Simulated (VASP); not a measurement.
Wanted: the native input for a VASP 6.6.1 run.

```
Task                   : single point
Functional             : LDA
Potentials or basis    : VASP PAW LDA potentials, release 64 (P)
Cutoff                 : 520 eV
k mesh                 : 17 × 17 × 17
Occupations            : fermi-dirac, width 0.1 eV
Spin                   : no spin polarisation
Dipole correction      : no
Further INCAR settings : ALGO = Normal; EDIFF = 1e-06; NBANDS = 8
```

The structure of P lies in POSCAR:

```
P
1.0
    0.0000000000      1.5327275349      1.5327275349
    1.5327275349      0.0000000000      1.5327275349
    1.5327275349      1.5327275349      0.0000000000
P
1
Direct
    0.0000000000      0.0000000000      0.0000000000
```

This cell differs from its parent crystal: volume scaled by 0.52.

The input as run:

INCAR

```
SYSTEM = P
PREC = Accurate
ENCUT = 520
EDIFF = 1E-6
ISMEAR = -1
SIGMA = 0.1
LREAL = .FALSE.
LASPH = .TRUE.
NELM = 80
ALGO = Normal
ISIF = 2
LWAVE = .FALSE.
LCHARG = .TRUE.
LELF = .TRUE.
LVHAR = .TRUE.
NBANDS = 8
```

KPOINTS

```
Automatic mesh
0
G
  17 17 17
  0 0 0
```

Potentials or basis: VASP PAW LDA potentials, release 64 (P).

Launch:

```bash
$ cat potpaw_LDA.64/P/POTCAR > POTCAR
$ mpirun -np 1 vasp_std > vasp.out
```

Results of the run:

The pressure is 235.4 GPa.

Wall time 3.1 s on 1 thread of Intel(R) Xeon(R) Platinum 8488C (Sapphire Rapids), with other jobs on the host, peak memory 0.1 GiB.
